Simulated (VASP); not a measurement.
# In3As (Pm-3m) in VASP: notebook, part 2 of 3

VASP 6.6.1. Earlier steps stand in the parts before.

## Step 3: Relaxation of cell and atoms, PBE, target pressure 2 GPa, at which the enthalpy is minimised

The input, INCAR:

```
ALGO = Fast
EDIFF = 1E-6
EDIFFG = -0.01
ENCUT = 600
GGA = PE
IBRION = 2
ISIF = 3
ISMEAR = -1
LASPH = True
LCHARG = False
LREAL = False
LWAVE = False
NELM = 80
NSW = 60
PREC = Accurate
PSTRESS = 20.0
SIGMA = 0.05
```

The input, KPOINTS:

```
k-points
0
Gamma
  6 6 6
```

The input, POSCAR:

```
In3As
1.0
    4.6716810000      0.0000000000      0.0000000000
    0.0000000000      4.6716810000      0.0000000000
    0.0000000000      0.0000000000      4.6716810000
In As
3 1
Direct
    0.5000000000      0.5000000000      0.0000000000
    0.5000000000      0.0000000000      0.5000000000
    0.0000000000      0.5000000000      0.5000000000
    0.0000000000      0.0000000000      0.0000000000
```

Potentials or basis: VASP PAW PBE potentials, release 64 (In_d, As).

On the command line:

```sh
cat potpaw_PBE.64/In_d/POTCAR potpaw_PBE.64/As/POTCAR > POTCAR
mpirun -np 1 vasp_std > vasp.out
```

OUTCAR:

```text
EDIFF = 1E-6
   EDIFFG = -0.01
   ENCUT = 600
   GGA = PE
   IBRION = 2
   ISIF = 3
   ISMEAR = -1
   LASPH = True
   LREAL = False
   NELM = 80
   NSW = 60
   PREC = Accurate
   PSTRESS = 20.0

 ion  position               nearest neighbor table
   1  0.500  0.500  0.000-   2 3.30   3 3.30   4 3.30   2 3.30   3 3.30   2 3.30   4 3.30   2 3.30
                             3 3.30   4 3.30   3 3.30   4 3.30
   2  0.500  0.000  0.500-   1 3.30   3 3.30   4 3.30   1 3.30   4 3.30   1 3.30   3 3.30   1 3.30
                             3 3.30   4 3.30   4 3.30   3 3.30
   3  0.000  0.500  0.500-   1 3.30   2 3.30   4 3.30   1 3.30   4 3.30   2 3.30   4 3.30   4 3.30
                             1 3.30   2 3.30   1 3.30   2 3.30
   4  0.000  0.000  0.000-   1 3.30   2 3.30   3 3.30   2 3.30   3 3.30   1 3.30   3 3.30   3 3.30
                             1 3.30   2 3.30   2 3.30   1 3.30

  LATTYP: Found a simple cubic cell.
 ALAT       =     4.6716810000

  Lattice vectors:

 A1 = (   4.6716810000,   0.0000000000,   0.0000000000)
 A2 = (   0.0000000000,   4.6716810000,   0.0000000000)
 A3 = (   0.0000000000,   0.0000000000,   4.6716810000)

Analysis of symmetry for initial positions (statically):
=====================================================================
 Subroutine PRICEL returns:
 Original cell was already a primitive cell.

 Routine SETGRP: Setting up the symmetry group for a
 simple cubic supercell.

 Subroutine GETGRP returns: Found 48 space group operations
 (whereof 48 operations were pure point group operations)
 out of a pool of 48 trial point group operations.

The static configuration has the point symmetry O_h .

Analysis of symmetry for dynamics (positions and initial velocities):
=====================================================================
 Subroutine PRICEL returns:
 Original cell was already a primitive cell.

 Routine SETGRP: Setting up the symmetry group for a
 simple cubic supercell.

 Subroutine GETGRP returns: Found 48 space group operations
[... 108 lines left out ...]
   ISIF   =      3    stress and relaxation
   ISYM   =      2    0-nonsym 1-usesym 2-fastsym
   POTIM  = 0.5000    time-step for ionic-motion
   TEBEG  =    0.0;   TEEND  =   0.0 temperature during run
   PSTRESS=   20.0 pullay stress
   NELECT =      44.0000    total number of electrons
   NUPDOWN=      -1.0000    fix difference up-down
   EMIN   =  10.00;   EMAX   =-10.00  energy-range for DOS
   EFERMI =   0.00;   METHOD = LEGACY
   ISMEAR =    -1;   SIGMA  =   0.05  broadening in eV -4-tet -1-fermi 0-gaus
   EFERMI_NEDOS =   21; number of points for ismear=-14 and -15
   IALGO  =     68    algorithm
   IMIX   =      4    mixing-type and parameters
     AMIX     =   0.40;   BMIX     =  1.00
     AMIX_MAG =   1.60;   BMIX_MAG =  1.00
  volume/ion in A,a.u.               =      25.49       172.01
  Fermi-wavevector in a.u.,A,eV,Ry     =   1.237141  2.337858 20.823961  1.530518
  Thomas-Fermi vector in A             =   2.371720
   LORBIT       =      0    0 simple, 1 ext, 2 COOP (PROOUT), +10 PAW based schemes
   GGA     = PE    functional components
   LHFCALC =     F    Hartree Fock is set to
   AEXX    =    0.0000 exact exchange contribution
   IVDW    =     0    specifies the selected vdW correction
   LEPSILON=     F    determine dielectric tensor
   LRPA    =     F    only Hartree local field effects (RPA)
 conjugate gradient relaxation of ions
 non-spin polarized calculation
 RMM-DIIS sequential band-by-band and
  energy-cutoff  :      600.00
  volume of cell :      101.96
 maximum number of plane-waves:      3448
 NGX is ok and might be reduce to    40
   NGX = 19   NGY = 19   NGZ = 19

--------------------------------------- Ionic step        1  -------------------------------------------

 number of electron      44.0000015 magnetization

 Free energy of the ion-electron system (eV)
  ---------------------------------------------------
  ext. energy  EPLUGINS =         0.00000000
  ---------------------------------------------------
  free energy    TOTEN  =       -12.05362199 eV

  energy without entropy =      -12.03828059  energy(sigma->0) =      -12.04595129

------------------------ aborting loop because EDIFF is reached ----------------------------------------

  FORCE on cell =-STRESS in cart. coord.  units (eV):
  Direction    XX          YY          ZZ          XY          YZ          ZX
  --------------------------------------------------------------------------------------
  -------------------------------------------------------------------------------------
  Total        0.4070895      0.4070895      0.4070895      0.0000000      0.0000000     -0.0000000
  in kB        6.3970674      6.3970674      6.3970674      0.0000000      0.0000000     -0.0000000
  external PRESSURE =     -13.6029326 kB  Pullay stress =      20.0000000 kB
[... 67 lines left out ...]
--------------------------------------- Ionic step        3  -------------------------------------------

 number of electron      43.9999991 magnetization

 Free energy of the ion-electron system (eV)
  ---------------------------------------------------
  ext. energy  EPLUGINS =         0.00000000
  ---------------------------------------------------
  free energy    TOTEN  =       -12.03146065 eV

  energy without entropy =      -12.01541688  energy(sigma->0) =      -12.02343877

 E-fermi :   6.9222     XC(G=0): -10.2729

 val. band max:        6.8752756088   @ k =   0.1667   0.1667   0.1667
 cond. band min:       6.9455906983   @ k =   0.5000   0.0000   0.0000
 fundamental gap:      0.0703150895
 Fermi energy:         6.9221857344

 k-point     1 :       0.0000    0.0000    0.0000
  band No.  band energies     occupation
      1      -7.7905      2.00000
      2      -7.7716      2.00000
      3      -7.7716      2.00000
      4      -7.7716      2.00000
      5      -7.5881      2.00000
      6      -7.5881      2.00000
[... 604 lines left out ...]
  energy  without entropy=      -12.0154168801  energy(sigma->0) =      -12.02343877

  enthalpy is  TOTEN    =       -10.7940232978 eV   P V=        1.2374373534

 reached required accuracy - stopping structural energy minimisation
```

OSZICAR:

```text
N       E                     dE             d eps       ncg     rms          rms(c)
DAV:   1     0.389609681082E+03    0.38961E+03   -0.23613E+04  1040   0.240E+03
DAV:   2     0.231386666304E+02   -0.36647E+03   -0.36342E+03  1040   0.493E+02
DAV:   3    -0.109479430091E+02   -0.34087E+02   -0.33409E+02  1340   0.171E+02
DAV:   4    -0.122250871703E+02   -0.12771E+01   -0.12674E+01  1210   0.343E+01
[... 35 lines left out ...]
RMM:   8    -0.120314630127E+02   -0.14332E-05   -0.59213E-06   875   0.281E-02    0.437E-02
RMM:   9    -0.120314617689E+02    0.12438E-05   -0.22605E-06   586   0.190E-02    0.245E-02
RMM:  10    -0.120314587947E+02    0.29742E-05   -0.28476E-06   592   0.215E-02    0.270E-02
RMM:  11    -0.120314600895E+02   -0.12949E-05   -0.95564E-07   576   0.960E-03    0.141E-02
RMM:  12    -0.120314606512E+02   -0.56164E-06   -0.65849E-07   564   0.984E-03
   3 F= -.10794023E+02 E0= -.10786001E+02  d E =-.131391E-01
```

It took 3.8 min on 1 thread of AMD EPYC 7R43 (Zen 3), shared host; peak memory 0.25 GiB.

Results:

```yaml
Free_energy: -12.0315 eV
Relaxed_volume: 24.78 Å³/atom
Relaxed_cell: a = 4.628 Å, b = 4.628 Å, c = 4.628 Å, α = 90.00°, β = 90.00°, γ = 90.00°
Space_group_after_relaxing_to_0.05_Å: Pm-3m (No. 221)
Energy_change_on_relaxing_the_enthalpy_is_what_falls: +5.5 meV/atom
Ionic_steps: 3
Pressure_after_relaxing: 1.9 GPa
Band_gap_on_the_k_mesh: zero (band 22 reaches 7.48 eV, above the bottom of band 23 at 3.46 eV)
```

The path:
```
step  energy change (eV)  largest force (eV/Å)  pressure (GPa)  volume (Å³)
   1              0.0000                0.0000            0.64       101.96
   2              0.0263                0.0000            2.22        98.80
   3              0.0222                0.0000            1.94        99.13
```

Final structure:
```
CELL_PARAMETERS angstrom
4.62808 0.00000 0.00000
0.00000 4.62808 0.00000
0.00000 0.00000 4.62808
ATOMIC_POSITIONS crystal
In 0.50000 0.50000 0.00000
In 0.50000 0.00000 0.50000
In 0.00000 0.50000 0.50000
As 0.00000 0.00000 0.00000
```

Levels at points of the mesh, in eV from the Fermi level:
```csv
k point,band 19,band 20,band 21,band 22,band 23,band 24,band 25,band 26
"(0.00, 0.00, 0.00)",-2.94,-2.94,-1.81,-1.81,2.14,2.14,2.14,4.66
"(0.50, 0.00, 0.00)",-1.62,-1.62,-1.08,-0.05,-0.05,0.02,1.47,4.82
"(0.50, 0.50, 0.00)",-5.90,-0.77,-0.37,0.52,0.52,1.85,1.97,1.97
"(0.50, 0.50, 0.50)",-4.21,-4.07,-4.07,-4.07,-3.46,4.86,4.86,4.86
```

Caveat: the cell is relaxed towards a set pressure, so the enthalpy falls and the energy may rise; spin-orbit coupling is left out, which moves the levels of the heavy elements.

(Part 2 of 3 ends here.)
